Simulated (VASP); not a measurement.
# ZnO (Pm-3m) in VASP: further runs

Runs on ZnO. Level: PBE. Tasks: single point.

Program: VASP 6.6.1. These are calculated values, not measurements. Logs are shortened: lines on timing, memory, paths and dates and some standing lists are left out, and cuts for length are marked.

## Step 1: The cell of the first run

Symmetry: Pm-3m, No. 221, cubic system. The conventional cell has a = 2.689 Å, b = 2.689 Å, c = 2.689 Å, α = 90.00°, β = 90.00°, γ = 90.00°. Zn (site symmetry m-3m) has 8 O at 2.33 Å and 6 Zn at 2.69 Å within 3.1 Å. Within 3.1 Å of O (site symmetry m-3m) lie 8 Zn at 2.33 Å and 6 O at 2.69 Å.

## Step 2: Single point, PBE

The input, INCAR:

```
ALGO = Normal ; EDIFF = 1E-7
ENCUT = 520 ; GGA = PE
ISIF = 2 ; ISMEAR = 0
LASPH = True ; LCHARG = False
LREAL = False ; LWAVE = False
NBANDS = 16 ; NELM = 100
PREC = Accurate ; SIGMA = 0.1
```

The input, KPOINTS:

```
k-points
0
Gamma
  6 6 6
```

The input, POSCAR:

```
ZnO
1.0
    2.6885216408      0.0000000000      0.0000000000
    0.0000000000      2.6885216408      0.0000000000
    0.0000000000      0.0000000000      2.6885216777
Zn O
1 1
Direct
    0.0000000000      0.0000000000      0.0000000000
    0.5000000000      0.5000000000      0.5000000000
```

Potentials or basis: VASP PAW PBE potentials, release 64 (Zn, O).

On the command line:

```console
> cat potpaw_PBE.64/Zn/POTCAR potpaw_PBE.64/O/POTCAR > POTCAR
> mpirun -np 1 vasp_std > vasp.out
```

OUTCAR:

```text
EDIFF = 1E-7
   ENCUT = 520
   GGA = PE
   ISIF = 2
   ISMEAR = 0
   LASPH = True
   LREAL = False
   NELM = 100
   PREC = Accurate

 ion  position               nearest neighbor table
   1  0.000  0.000  0.000-   2 2.33   2 2.33   2 2.33   2 2.33   2 2.33   2 2.33   2 2.33   2 2.33

   2  0.500  0.500  0.500-   1 2.33   1 2.33   1 2.33   1 2.33   1 2.33   1 2.33   1 2.33   1 2.33

  LATTYP: Found a simple cubic cell.
 ALAT       =     2.6885216408

  Lattice vectors:

 A1 = (   2.6885216408,   0.0000000000,   0.0000000000)
 A2 = (   0.0000000000,   2.6885216408,   0.0000000000)
 A3 = (   0.0000000000,   0.0000000000,   2.6885216777)

Analysis of symmetry for initial positions (statically):
=====================================================================
 Subroutine PRICEL returns:
 Original cell was already a primitive cell.

 Routine SETGRP: Setting up the symmetry group for a
 simple cubic supercell.

 Subroutine GETGRP returns: Found 48 space group operations
 (whereof 48 operations were pure point group operations)
 out of a pool of 48 trial point group operations.

The static configuration has the point symmetry O_h .

Analysis of symmetry for dynamics (positions and initial velocities):
=====================================================================
 Subroutine PRICEL returns:
 Original cell was already a primitive cell.

 Routine SETGRP: Setting up the symmetry group for a
 simple cubic supercell.

 Subroutine GETGRP returns: Found 48 space group operations
 (whereof 48 operations were pure point group operations)
 out of a pool of 48 trial point group operations.

The dynamic configuration has the point symmetry O_h .

 Subroutine INISYM returns: Found 48 space group operations
 (whereof 48 operations are pure point group operations),
 and found     1 'primitive' translations

----------------------------------------------------------------------------------------

                                     Primitive cell

  volume of cell :      19.4330

  direct lattice vectors                    reciprocal lattice vectors
     2.688521641  0.000000000  0.000000000     0.371951628  0.000000000  0.000000000
     0.000000000  2.688521641  0.000000000     0.000000000  0.371951628  0.000000000
     0.000000000  0.000000000  2.688521678     0.000000000  0.000000000  0.371951622

  length of vectors
     2.688521641  2.688521641  2.688521678     0.371951628  0.371951628  0.371951622

  position of ions in fractional coordinates (direct lattice)
[... 8 lines left out ...]
----------------------------------------------------------------------------------------

 KPOINTS: k-points

Automatic generation of k-mesh.
 Grid dimensions read from file:
 generate k-points for:    6    6    6

 Generating k-lattice:

  Cartesian coordinates                     Fractional coordinates (reciprocal lattice)
     0.061991938  0.000000000  0.000000000     0.166666667  0.000000000  0.000000000
     0.000000000  0.061991938  0.000000000     0.000000000  0.166666667  0.000000000
     0.000000000  0.000000000  0.061991937     0.000000000  0.000000000  0.166666667

  Length of vectors
     0.061991938  0.061991938  0.061991937

  Shift w.r.t. Gamma in fractional coordinates (k-lattice)
     0.000000000  0.000000000  0.000000000

 Subroutine IBZKPT returns following result:
 ===========================================

 Found     20 irreducible k-points:

 Following reciprocal coordinates:
            Coordinates               Weight
  0.000000  0.000000  0.000000      1.000000
  0.166667  0.000000  0.000000      6.000000
  0.333333  0.000000  0.000000      6.000000
  0.500000  0.000000  0.000000      3.000000
  0.166667  0.166667  0.000000     12.000000
  0.333333  0.166667  0.000000     24.000000
[... 12 lines left out ...]
  0.500000  0.500000  0.333333      6.000000
  0.500000  0.500000  0.500000      1.000000
   k-points           NKPTS =     20   k-points in BZ     NKDIM =     20   number of bands    NBANDS=     16
   number of dos      NEDOS =    301   number of ions     NIONS =      2
   total plane-waves  NPLWV =   8000
   dimension x,y,z NGX =    20 NGY =   20 NGZ =   20
   dimension x,y,z NGXF=    40 NGYF=   40 NGZF=   40
   ions per type =               1   1
   NGX,Y,Z   is equivalent  to a cutoff of  12.37, 12.37, 12.37 a.u.
   NGXF,Y,Z  is equivalent  to a cutoff of  24.73, 24.73, 24.73 a.u.
 SYSTEM =  unknown system
   PREC   = accura    normal or accurate (medium, high low for compatibility)
   ISTART =      0    job   : 0-new  1-cont  2-samecut
   ICHARG =      2    charge: 1-file 2-atom 10-const
   ISPIN  =      1    spin polarized calculation?
   LNONCOLLINEAR =      F non collinear calculations
   LSORBIT =      F    spin-orbit coupling
   LASPH  =      T    aspherical Exc in radial PAW
   ENCUT  =  520.0 eV  38.22 Ry    6.18 a.u.   5.00  5.00  5.00*2*pi/ulx,y,z
   NELM   =    100;   NELMIN=  2; NELMDL= -5     # of ELM steps
   EDIFF  = 0.1E-06   stopping-criterion for ELM
   LREAL  =      F    real-space projection
   EDIFFG = 0.1E-05   stopping-criterion for IOM
   NSW    =      0    number of steps for IOM
   IBRION =     -1    ionic relax: 0-MD 1-quasi-New 2-CG
   NFREE  =      0    steps in history (QN), initial steepest desc. (CG)
   ISIF   =      2    stress and relaxation
   ISYM   =      2    0-nonsym 1-usesym 2-fastsym
   POTIM  = 0.5000    time-step for ionic-motion
   TEBEG  =    0.0;   TEEND  =   0.0 temperature during run
   PSTRESS=    0.0 pullay stress
   NELECT =      18.0000    total number of electrons
   NUPDOWN=      -1.0000    fix difference up-down
   EMIN   =  10.00;   EMAX   =-10.00  energy-range for DOS
   EFERMI =   0.00;   METHOD = LEGACY
   ISMEAR =     0;   SIGMA  =   0.10  broadening in eV -4-tet -1-fermi 0-gaus
   EFERMI_NEDOS =   21; number of points for ismear=-14 and -15
   IALGO  =     38    algorithm
   IMIX   =      4    mixing-type and parameters
     AMIX     =   0.40;   BMIX     =  1.00
     AMIX_MAG =   1.60;   BMIX_MAG =  1.00
  volume/ion in A,a.u.               =       9.72        65.57
  Fermi-wavevector in a.u.,A,eV,Ry     =   1.595826  3.015673 34.649409  2.546660
  Thomas-Fermi vector in A             =   2.693684
   LORBIT       =      0    0 simple, 1 ext, 2 COOP (PROOUT), +10 PAW based schemes
   GGA     = PE    functional components
   LHFCALC =     F    Hartree Fock is set to
   AEXX    =    0.0000 exact exchange contribution
   IVDW    =     0    specifies the selected vdW correction
   LEPSILON=     F    determine dielectric tensor
   LRPA    =     F    only Hartree local field effects (RPA)
 non-spin polarized calculation
 Gauss-broadening in eV      SIGMA  =   0.10
  energy-cutoff  :      520.00
  volume of cell :       19.43
 maximum number of plane-waves:       552
 NGX is ok and might be reduce to    20
   NGX =  9   NGY =  9   NGZ =  9

 number of electron      18.0000022 magnetization

 Free energy of the ion-electron system (eV)
  ---------------------------------------------------
  ext. energy  EPLUGINS =         0.00000000
  ---------------------------------------------------
  free energy    TOTEN  =        -7.48812454 eV

  energy without entropy =       -7.48680447  energy(sigma->0) =       -7.48746450

 E-fermi :   3.2165     XC(G=0): -12.4987

 val. band max:        3.1221077327   @ k =   0.5000   0.0000   0.0000
 cond. band min:       4.3975577575   @ k =   0.1667   0.0000   0.0000
 fundamental gap:      1.2754500249
 Fermi energy:         3.2164702555

 k-point     1 :       0.0000    0.0000    0.0000
  band No.  band energies     occupation
      1     -15.3339      2.00000
      2      -3.3183      2.00000
      3      -3.3183      2.00000
      4      -2.2293      2.00000
      5      -2.2293      2.00000
      6      -2.2293      2.00000
[... 8 lines left out ...]
     15      20.4679      0.00000
     16      35.0739      0.00000

 k-point     2 :       0.1667    0.0000    0.0000
  band No.  band energies     occupation
      1     -15.0682      2.00000
      2      -3.3240      2.00000
      3      -3.2847      2.00000
      4      -2.3963      2.00000
      5      -2.3963      2.00000
      6      -2.2208      2.00000
[... 8 lines left out ...]
     15      22.8667      0.00000
     16      29.8389      0.00000

 k-point     3 :       0.3333    0.0000    0.0000
  band No.  band energies     occupation
      1     -14.4564      2.00000
      2      -4.1160      2.00000
      3      -3.2172      2.00000
      4      -2.6864      2.00000
      5      -2.6864      2.00000
      6      -2.2036      2.00000
[... 8 lines left out ...]
     15      25.2364      0.00000
     16      27.3505      0.00000

 k-point     4 :       0.5000    0.0000    0.0000
  band No.  band energies     occupation
      1     -14.0938      2.00000
      2      -4.8687      2.00000
      3      -3.1832      2.00000
      4      -2.8155      2.00000
      5      -2.8155      2.00000
      6      -2.1950      2.00000
[... 8 lines left out ...]
     15      22.6590      0.00000
     16      30.6758      0.00000

 k-point     5 :       0.1667    0.1667    0.0000
  band No.  band energies     occupation
      1     -14.8212      2.00000
      2      -3.3075      2.00000
      3      -3.1875      2.00000
      4      -2.5924      2.00000
      5      -2.4306      2.00000
      6      -2.2972      2.00000
[... 8 lines left out ...]
     15      24.7988      0.00000
     16      27.6248      0.00000

 k-point     6 :       0.3333    0.1667    0.0000
  band No.  band energies     occupation
      1     -14.2595      2.00000
      2      -3.8384      2.00000
      3      -3.1135      2.00000
      4      -2.7280      2.00000
      5      -2.6334      2.00000
      6      -2.2917      2.00000
[... 8 lines left out ...]
     15      25.8845      0.00000
     16      28.7974      0.00000

 k-point     7 :       0.5000    0.1667    0.0000
  band No.  band energies     occupation
      1     -13.9326      2.00000
      2      -4.4295      2.00000
      3      -3.0641      2.00000
      4      -2.8238      2.00000
      5      -2.7401      2.00000
      6      -2.2740      2.00000
[... 8 lines left out ...]
     15      25.8728      0.00000
     16      28.8399      0.00000

 k-point     8 :       0.3333    0.3333    0.0000
  band No.  band energies     occupation
      1     -13.8243      2.00000
      2      -3.5000      2.00000
      3      -2.7537      2.00000
      4      -2.7380      2.00000
      5      -2.5518      2.00000
      6      -2.4339      2.00000
[... 8 lines left out ...]
     15      26.6208      0.00000
     16      27.1248      0.00000

 k-point     9 :       0.5000    0.3333    0.0000
  band No.  band energies     occupation
      1     -13.5810      2.00000
      2      -3.4354      2.00000
      3      -2.7344      2.00000
      4      -2.6876      2.00000
      5      -2.5839      2.00000
      6      -2.4279      2.00000
[... 8 lines left out ...]
     15      26.9759      0.00000
     16      28.5979      0.00000
[... 96 lines left out ...]
 k-point    15 :       0.5000    0.3333    0.1667
  band No.  band energies     occupation
      1     -13.4003      2.00000
      2      -3.4132      2.00000
      3      -3.2359      2.00000
      4      -2.7530      2.00000
      5      -2.4968      2.00000
      6      -2.2837      2.00000
[... 8 lines left out ...]
     15      24.3295      0.00000
     16      26.4933      0.00000

 k-point    16 :       0.5000    0.5000    0.1667
  band No.  band energies     occupation
      1     -13.1993      2.00000
      2      -3.1831      2.00000
      3      -3.1831      2.00000
      4      -2.7848      2.00000
      5      -2.7697      2.00000
      6      -1.9780      2.00000
[... 8 lines left out ...]
     15      24.8075      0.00000
     16      24.8075      0.00000

 k-point    17 :       0.3333    0.3333    0.3333
  band No.  band energies     occupation
      1     -13.2301      2.00000
      2      -3.4989      2.00000
      3      -3.4989      2.00000
      4      -2.7614      2.00000
      5      -2.3618      2.00000
      6      -2.3618      2.00000
[... 8 lines left out ...]
     15      23.3638      0.00000
     16      24.1033      0.00000

 k-point    18 :       0.5000    0.3333    0.3333
  band No.  band energies     occupation
      1     -13.0013      2.00000
      2      -3.6647      2.00000
      3      -3.6510      2.00000
      4      -3.0810      2.00000
      5      -2.3470      2.00000
      6      -2.1523      2.00000
[... 8 lines left out ...]
     15      23.0642      0.00000
     16      24.4249      0.00000

 k-point    19 :       0.5000    0.5000    0.3333
  band No.  band energies     occupation
      1     -12.7777      2.00000
      2      -3.7722      2.00000
      3      -3.7722      2.00000
      4      -3.5373      2.00000
      5      -2.2427      2.00000
      6      -1.9692      2.00000
[... 8 lines left out ...]
     15      23.9621      0.00000
     16      23.9621      0.00000

 k-point    20 :       0.5000    0.5000    0.5000
  band No.  band energies     occupation
      1     -12.5397      2.00000
      2      -3.9745      2.00000
      3      -3.9745      2.00000
      4      -3.9745      2.00000
      5      -1.9648      2.00000
      6      -1.9648      2.00000
[... 8 lines left out ...]
     15      23.7946      0.00000
     16      23.7946      0.00000

------------------------ aborting loop because EDIFF is reached ----------------------------------------

  FORCE on cell =-STRESS in cart. coord.  units (eV):
  Direction    XX          YY          ZZ          XY          YZ          ZX
  --------------------------------------------------------------------------------------
  -------------------------------------------------------------------------------------
  Total        0.0827842      0.0827842      0.0827842     -0.0000000     -0.0000000      0.0000000
  in kB        6.8252316      6.8252316      6.8252318     -0.0000000     -0.0000000      0.0000000
  external PRESSURE =       6.8252317 kB  Pullay stress =       0.0000000 kB

 VOLUME and BASIS-vectors are now :
 -----------------------------------------------------------------------------
  energy-cutoff  :      520.00
  volume of cell :       19.43
      direct lattice vectors                 reciprocal lattice vectors
     2.688521641  0.000000000  0.000000000     0.371951628  0.000000000  0.000000000
     0.000000000  2.688521641  0.000000000     0.000000000  0.371951628  0.000000000
     0.000000000  0.000000000  2.688521678     0.000000000  0.000000000  0.371951622

 POSITION                                       TOTAL-FORCE (eV/Angst)
 -----------------------------------------------------------------------------------
      0.00000      0.00000      0.00000         0.000000      0.000000      0.000000
      1.34426      1.34426      1.34426         0.000000      0.000000      0.000000
 -----------------------------------------------------------------------------------
    total drift:                                0.000000      0.000000      0.000000

  FREE ENERGIE OF THE ION-ELECTRON SYSTEM (eV)
  ---------------------------------------------------
  free  energy   TOTEN  =        -7.4881245371 eV

  energy  without entropy=       -7.4868044685  energy(sigma->0) =       -7.48746450
```

It used 4.4 s of CPU time on 1 thread of Intel Xeon 6975P-C, with other jobs on the host.

What came out:

| Item | Value |
| --- | --- |
| Free energy | -7.4881 eV |
| Pressure | 0.7 GPa |
| Band gap on the k mesh | zero (band 9 reaches 3.12 eV, above the bottom of band 10 at 2.26 eV) |

Caveat: the k points lie up to 0.39 Å⁻¹ apart.

## Step 3: Single point, PBE, collinear spin, ferromagnetic start

The input, INCAR:

```
PREC     = Accurate       # precision mode
ENCUT    = 520            # plane-wave cutoff, eV
EDIFF    = 1E-6           # SCF threshold, eV
ISMEAR   = 0              # smearing method
SIGMA    = 0.1            # smearing width, eV
LREAL    = False          # projectors in reciprocal space
LASPH    = True           # aspherical terms in the spheres
NELM     = 150            # most SCF steps
ALGO     = Normal         # electronic algorithm
ISIF     = 2              # what is computed and relaxed
LWAVE    = False          # write WAVECAR
LCHARG   = True           # write CHGCAR
ISPIN    = 2              # spin polarisation
MAGMOM   = 0 1            # initial moments
LORBIT   = 11             # projections on sites
GGA      = PE             # functional
LELF     = True           # ELF
LVHAR    = True         
NBANDS   = 20             # bands
```

The input, KPOINTS:

```
regular mesh
0
Gamma
  6 6 6
```

The input, POSCAR:

```
ZnO
1.0
    2.6885216531      0.0000000000      0.0000000000
    0.0000000000      2.6885216531      0.0000000000
    0.0000000000      0.0000000000      2.6885216531
Zn O
1 1
Direct
    0.0000000000      0.0000000000      0.0000000000
    0.5000000000      0.5000000000      0.5000000000
```

Potentials or basis: VASP PAW PBE potentials, release 64 (Zn, O).

On the command line:

```console
> cat potpaw_PBE.64/Zn/POTCAR potpaw_PBE.64/O/POTCAR > POTCAR
> mpirun -np 1 vasp_std > vasp.out
```

OUTCAR:

```text
PREC = Accurate
   ENCUT = 520
   EDIFF = 1E-6
   ISMEAR = 0
   LREAL = False
   LASPH = True
   NELM = 150
   ISIF = 2
   ISPIN = 2
   LORBIT = 11
   GGA = PE

 ion  position               nearest neighbor table
   1  0.000  0.000  0.000-   2 2.33   2 2.33   2 2.33   2 2.33   2 2.33   2 2.33   2 2.33   2 2.33

   2  0.500  0.500  0.500-   1 2.33   1 2.33   1 2.33   1 2.33   1 2.33   1 2.33   1 2.33   1 2.33

  LATTYP: Found a simple cubic cell.
 ALAT       =     2.6885216531

  Lattice vectors:

 A1 = (   2.6885216531,   0.0000000000,   0.0000000000)
 A2 = (   0.0000000000,   2.6885216531,   0.0000000000)
[... 1129 lines left out ...]

 VOLUME and BASIS-vectors are now :
 -----------------------------------------------------------------------------
  energy-cutoff  :      520.00
  volume of cell :       19.43
      direct lattice vectors                 reciprocal lattice vectors
     2.688521653  0.000000000  0.000000000     0.371951626  0.000000000  0.000000000
     0.000000000  2.688521653  0.000000000     0.000000000  0.371951626  0.000000000
     0.000000000  0.000000000  2.688521653     0.000000000  0.000000000  0.371951626

 POSITION                                       TOTAL-FORCE (eV/Angst)
 -----------------------------------------------------------------------------------
      0.00000      0.00000      0.00000         0.000000      0.000000      0.000000
      1.34426      1.34426      1.34426         0.000000      0.000000      0.000000
 -----------------------------------------------------------------------------------
    total drift:                                0.000000      0.000000      0.000000

  FREE ENERGIE OF THE ION-ELECTRON SYSTEM (eV)
  ---------------------------------------------------
  free  energy   TOTEN  =        -7.4881247028 eV

  energy  without entropy=       -7.4868046371  energy(sigma->0) =       -7.48746467

 total charge

# of ion       s       p       d       tot
------------------------------------------
    1        0.391   0.346   9.859  10.597
    2        1.586   3.348   0.000   4.935
--------------------------------------------------
tot          1.978   3.694   9.859  15.531

 magnetization (x)

# of ion       s       p       d       tot
------------------------------------------
    1        0.000   0.000   0.000   0.000
    2        0.000   0.000   0.000   0.000
--------------------------------------------------
tot          0.000   0.000   0.000   0.000
```

It took 12 s on 1 thread of Intel Xeon 6975P-C, shared host; peak memory 0.14 GiB.

What came out:

| Property | Result |
| --- | --- |
| Free energy | -7.4881 eV |
| Pressure | 0.7 GPa |
| Band gap on the k mesh | zero (filled and empty bands overlap) |
| Net moment | 0.00 μB per cell |
| Valence electrons inside the program's atomic spheres | Zn 10.60; O 4.93 |

Caveat: the k points lie up to 0.39 Å⁻¹ apart.
